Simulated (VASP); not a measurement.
# Sr4CaTi3O12 (a cell with a defect) in VASP: settings compared

The runs below take Sr4CaTi3O12 (a cell with a defect) through single point, with PBEsol, r2SCAN, HSE06.

All numbers are computed with VASP 6.6.1; they aren't measurements. Logs are shortened: lines on timing, memory, paths and dates and some standing lists are left out, and cuts for length are marked.

## 1. The cell of the first run

The cell holds a defect, 40 atoms: a = 7.783 Å, b = 7.783 Å, c = 7.783 Å, α = 90.00°, β = 90.00°, γ = 90.00°.

## 2. Single point, PBEsol

INCAR reads:

```
  PREC = Accurate
  ENCUT = 520
  EDIFF = 1E-6
  ISMEAR = -1
  SIGMA = 0.05
  LREAL = Auto
  LASPH = True
  NELM = 120
  ALGO = Normal
  ISIF = 2
  LWAVE = False
  LCHARG = False
  GGA = PS
  NBANDS = 184
  ISYM = -1
  GGA_COMPAT = False
```

KPOINTS reads:

```
explicit points
1
Reciprocal
  0.25000000   0.25000000   0.25000000 1
```

POSCAR reads:

```
Sr4CaTi3O12
1.0
    7.7828210000      0.0000000000      0.0000000000
    0.0000000000      7.7828210000      0.0000000000
    0.0000000000      0.0000000000      7.7828210000
Sr Ca Ti O
8 2 6 24
Direct
    0.9851560000      0.0042690000      0.9966010000
    0.9595240000      0.0025830000      0.5014080000
    0.9872540000      0.4980110000      0.0077720000
    0.9617840000      0.4961850000      0.4957190000
    0.5159880000      0.9957750000      0.0027510000
    0.5417160000      0.9974260000      0.4979770000
    0.5139140000      0.5025690000      0.9913700000
    0.5394450000      0.5031980000      0.5030790000
    0.2520990000      0.2396440000      0.2538340000
    0.2491030000      0.7604460000      0.7455000000
    0.2480760000      0.2746200000      0.7568970000
    0.2528490000      0.7256020000      0.2428370000
    0.7470940000      0.2545890000      0.2427320000
    0.7479720000      0.2463730000      0.7492000000
    0.7529630000      0.7535980000      0.2495130000
    0.7541900000      0.7453340000      0.7556990000
    0.2533150000      0.1706520000      0.9645850000
    0.2515540000      0.4051240000      0.5028540000
    0.2478250000      0.8294640000      0.0352530000
    0.2497430000      0.5949060000      0.4969620000
    0.7470190000      0.2612100000      0.9950130000
    0.7490480000      0.2480720000      0.5003920000
    0.7545740000      0.7389160000      0.0048140000
    0.7520540000      0.7520160000      0.4996880000
    0.9834950000      0.2408120000      0.2498840000
    0.0011630000      0.2428310000      0.7370360000
    0.0030330000      0.7349390000      0.2645400000
    0.9838880000      0.7923690000      0.7484610000
    0.5174080000      0.2082540000      0.2527870000
    0.4981510000      0.2653130000      0.7357040000
    0.5002220000      0.7572900000      0.2627680000
    0.5177050000      0.7597260000      0.7520940000
    0.2488550000      0.9708140000      0.4082140000
    0.2524180000      0.0292300000      0.5910660000
    0.2615930000      0.5106120000      0.1716280000
    0.2395580000      0.4895890000      0.8280770000
    0.7621880000      0.9909450000      0.2385220000
    0.7390420000      0.0092860000      0.7609370000
    0.7383310000      0.4980380000      0.2515680000
    0.7629990000      0.5021020000      0.7479240000
```

Potentials or basis: VASP PAW PBE potentials, release 64 (Sr_sv, Ca_sv, Ti_sv, O).

On the command line:

```bash
cat potpaw_PBE.64/Sr_sv/POTCAR potpaw_PBE.64/Ca_sv/POTCAR potpaw_PBE.64/Ti_sv/POTCAR potpaw_PBE.64/O/POTCAR > POTCAR
mpirun -np 1 vasp_std > vasp.out
```

OUTCAR:

```text
PREC = Accurate
   ENCUT = 520
   EDIFF = 1E-6
   ISMEAR = -1
   LREAL = Auto
   LASPH = True
   NELM = 120
   ISIF = 2
   GGA = PS
   ISYM = -1

 ion  position               nearest neighbor table
   1  0.985  0.004  0.997-  17 2.47  19 2.47  28 2.54  37 2.56  38 2.65  25 2.70  21 2.73  23 2.74
                            26 2.75  27 2.96  14 3.27  16 3.29  13 3.30  15 3.31  10 3.41   9 3.42
   2  0.960  0.003  0.501-  33 2.38  34 2.39  22 2.52  28 2.53  24 2.53  37 2.56  26 2.64  38 2.65
                            25 2.70  27 2.80  14 3.17  15 3.19  16 3.24   6 3.25  13 3.26  10 3.50
   3  0.987  0.498  0.008-  36 2.41  35 2.49  23 2.61  21 2.63  40 2.67  39 2.71  27 2.72  25 2.75
                            26 2.90  28 3.05  13 3.23  12 3.28  19 3.29  15 3.29  16 3.29  17 3.30
   4  0.962  0.496  0.496-  18 2.36  20 2.37  40 2.50  22 2.54  24 2.57  39 2.58  27 2.61  26 2.74
                            25 2.76  28 3.04  13 3.19  15 3.21  14 3.23  16 3.23   8 3.29  36 3.37
   5  0.516  0.996  0.003-  19 2.47  17 2.47  29 2.55  38 2.56  37 2.65  32 2.68  23 2.73  21 2.74
                            31 2.75  30 2.96  15 3.26  13 3.28  16 3.31  14 3.31   9 3.41  10 3.42
   6  0.542  0.997  0.498-  34 2.38  33 2.39  24 2.52  29 2.52  22 2.53  38 2.56  31 2.64  37 2.65
                            32 2.71  30 2.81  15 3.17  14 3.19  13 3.24   2 3.25  16 3.26   9 3.50
   7  0.514  0.503  0.991-  35 2.41  36 2.49  21 2.61  23 2.63  39 2.67  40 2.71  30 2.72  32 2.73
                            31 2.90  29 3.06  16 3.23  11 3.28  17 3.29  13 3.29  14 3.29  19 3.30
   8  0.539  0.503  0.503-  20 2.37  18 2.37  39 2.50  24 2.55  22 2.57  40 2.58  30 2.61  31 2.74
                            32 2.79  29 3.02  16 3.20  14 3.21  15 3.23  13 3.23   4 3.29  35 3.37
   9  0.252  0.240  0.254-  29 2.08  25 2.09  35 2.21  17 2.31  18 2.33  33 2.41   5 3.41   1 3.42
[... 25 lines left out ...]
  27  0.003  0.735  0.265-  12 1.95  15 1.96   4 2.61   3 2.72   2 2.80   1 2.96
  28  0.984  0.792  0.748-  16 1.83  10 2.08   2 2.53   1 2.54   4 3.04   3 3.05
  29  0.517  0.208  0.253-  13 1.83   9 2.08   6 2.52   5 2.55   8 3.02   7 3.06
  30  0.498  0.265  0.736-  14 1.95  11 1.95   8 2.61   7 2.72   6 2.81   5 2.96
  31  0.500  0.757  0.263-  12 1.95  15 1.97   6 2.64   8 2.74   5 2.75   7 2.90
  32  0.518  0.760  0.752-  16 1.84  10 2.09   5 2.68   6 2.71   7 2.73   8 2.79
  33  0.249  0.971  0.408-  34 1.49  12 2.30   2 2.38   6 2.39   9 2.41
  34  0.252  0.029  0.591-  33 1.49  11 2.31   6 2.38   2 2.39  10 2.41
  35  0.262  0.511  0.172-  12 1.76   9 2.21   7 2.41   3 2.49   8 3.37   4 3.44
  36  0.240  0.490  0.828-  11 1.76  10 2.21   3 2.41   7 2.49   4 3.37   8 3.44
  37  0.762  0.991  0.239-  15 1.85  13 2.06   2 2.56   1 2.56   6 2.65   5 2.65
  38  0.739  0.009  0.761-  14 1.85  16 2.06   6 2.56   5 2.56   2 2.65   1 2.65
  39  0.738  0.498  0.252-  13 1.90  15 1.99   8 2.50   4 2.58   7 2.67   3 2.71
  40  0.763  0.502  0.748-  16 1.90  14 1.99   4 2.50   8 2.58   3 2.67   7 2.71

IMPORTANT INFORMATION: All symmetrisations will be switched off!
NOSYMM: (Re-)initialisation of all symmetry stuff for point group C_1.

----------------------------------------------------------------------------------------

                                     Primitive cell

  volume of cell :     471.4234
[... 142 lines left out ...]
     AMIX     =   0.40;   BMIX     =  1.00
     AMIX_MAG =   1.60;   BMIX_MAG =  1.00
  volume/ion in A,a.u.               =      11.79        79.53
  Fermi-wavevector in a.u.,A,eV,Ry     =   1.432738  2.707482 27.929203  2.052739
  Thomas-Fermi vector in A             =   2.552333
   LORBIT       =      0    0 simple, 1 ext, 2 COOP (PROOUT), +10 PAW based schemes
   GGA     = PS    functional components
   LHFCALC =     F    Hartree Fock is set to
   AEXX    =    0.0000 exact exchange contribution
   IVDW    =     0    specifies the selected vdW correction
   LEPSILON=     F    determine dielectric tensor
   LRPA    =     F    only Hartree local field effects (RPA)
 non-spin polarized calculation
  energy-cutoff  :      520.00
  volume of cell :      471.42
 maximum number of plane-waves:     12704
 NGX is ok and might be reduce to    60
   NGX = 29   NGY = 29   NGZ = 29

 number of electron     315.9999993 magnetization

 Free energy of the ion-electron system (eV)
  ---------------------------------------------------
  ext. energy  EPLUGINS =         0.00000000
  ---------------------------------------------------
  free energy    TOTEN  =      -311.30701311 eV

  energy without entropy =     -311.30701311  energy(sigma->0) =     -311.30701311

 E-fermi :   4.8332     XC(G=0): -11.5066

 val. band max:        3.5810065968   @ k =   0.2500   0.2500   0.2500
 cond. band min:       6.3342284337   @ k =   0.2500   0.2500   0.2500
 fundamental gap:      2.7532218369
 Fermi energy:         4.8332286652

 k-point     1 :       0.2500    0.2500    0.2500
  band No.  band energies     occupation
      1     -52.2326      2.00000
      2     -52.2294      2.00000
      3     -51.8652      2.00000
      4     -51.8647      2.00000
      5     -51.8640      2.00000
      6     -51.8634      2.00000
[... 162 lines left out ...]
    169       7.7737      0.00000
    170       7.8072      0.00000
 [bands above 170 left out]

------------------------ aborting loop because EDIFF is reached ----------------------------------------

  FORCE on cell =-STRESS in cart. coord.  units (eV):
  Direction    XX          YY          ZZ          XY          YZ          ZX
  --------------------------------------------------------------------------------------
  -------------------------------------------------------------------------------------
  Total       60.4797811     23.7099109     24.2053677     -2.2814773     -1.6462293     -1.4550153
  in kB      205.5463016     80.5803923     82.2642496     -7.7538181     -5.5948673     -4.9450083
  external PRESSURE =     122.7969812 kB  Pullay stress =       0.0000000 kB

 VOLUME and BASIS-vectors are now :
 -----------------------------------------------------------------------------
  energy-cutoff  :      520.00
  volume of cell :      471.42
      direct lattice vectors                 reciprocal lattice vectors
     7.782821000  0.000000000  0.000000000     0.128488115  0.000000000  0.000000000
     0.000000000  7.782821000  0.000000000     0.000000000  0.128488115  0.000000000
     0.000000000  0.000000000  7.782821000     0.000000000  0.000000000  0.128488115

 POSITION                                       TOTAL-FORCE (eV/Angst)
 -----------------------------------------------------------------------------------
      7.66729      0.03322      7.75637        -0.017842      0.008214      0.000776
      7.46780      0.02010      3.90237        -0.031329      0.014458     -0.009414
      7.68362      3.87593      0.06049        -0.017501     -0.000262     -0.001513
      7.48539      3.86172      3.85809        -0.050296      0.007282     -0.001568
      4.01584      7.74994      0.02141         0.017930     -0.004709      0.002241
      4.21608      7.76279      3.87567         0.032693     -0.014492      0.007486
[... 32 lines left out ...]
      5.74630      3.87614      1.95791        -0.003654      0.018734     -0.014270
      5.93828      3.90777      5.82096        -0.000243     -0.019836      0.014582
 -----------------------------------------------------------------------------------
    total drift:                               -0.010376     -0.009860      0.002426

  FREE ENERGIE OF THE ION-ELECTRON SYSTEM (eV)
  ---------------------------------------------------
  free  energy   TOTEN  =      -311.3070131117 eV

  energy  without entropy=     -311.3070131117  energy(sigma->0) =     -311.30701311
```

Wall time 2.4 min (1 thread of Intel Xeon 6975P-C (Granite Rapids), shared host); peak memory 0.52 GiB.

What came out:

* Free energy: -311.3070 eV
* Pressure: 12.3 GPa
* Largest force: 0.219 eV/Å
* Band gap on the k mesh: 2.75 eV

Forces in eV/Å, atoms in the order of the input:
```
Sr  -0.018  0.008  0.001
Sr  -0.031  0.014 -0.009
Sr  -0.018  0.000 -0.002
Sr  -0.050  0.007 -0.002
Sr   0.018 -0.005  0.002
Sr   0.033 -0.014  0.007
Sr   0.017  0.001  0.006
Sr   0.052 -0.005  0.001
Ca   0.009 -0.027  0.013
Ca  -0.008  0.027 -0.018
Ti   0.005 -0.085 -0.117
Ti   0.002  0.077  0.122
Ti   0.016  0.003  0.015
Ti   0.009  0.046  0.002
Ti  -0.006 -0.048  0.008
Ti  -0.010 -0.008 -0.004
O    0.000 -0.004  0.043
O    0.001 -0.217  0.014
O    0.002  0.003 -0.048
O   -0.001  0.219 -0.015
O   -0.002 -0.001  0.006
O   -0.006 -0.005 -0.017
O   -0.001  0.002 -0.017
O    0.006  0.005  0.009
O   -0.022 -0.003 -0.005
O    0.002  0.000  0.006
O    0.007  0.008 -0.007
O    0.009  0.001  0.001
O   -0.013  0.002 -0.005
O   -0.009 -0.008  0.010
O   -0.010  0.000 -0.007
O    0.022  0.003  0.000
O   -0.006 -0.078 -0.194
O    0.004  0.076  0.200
O    0.010 -0.061 -0.017
O   -0.009  0.065  0.016
O   -0.006  0.043 -0.013
O    0.004 -0.042  0.014
O   -0.004  0.019 -0.014
O    0.000 -0.020  0.015
```

Levels at points of the mesh, in eV from the valence-band top:
```
           k point  band 156  band 157  band 158  band 159  band 160  band 161
(0.25, 0.25, 0.25)     -0.07     -0.04      0.00      2.75      3.23      3.28
```

Caveat: the PAW data sets were made with another functional, which shifts forces and pressure a little.

(Continued in part 2 of 2.)
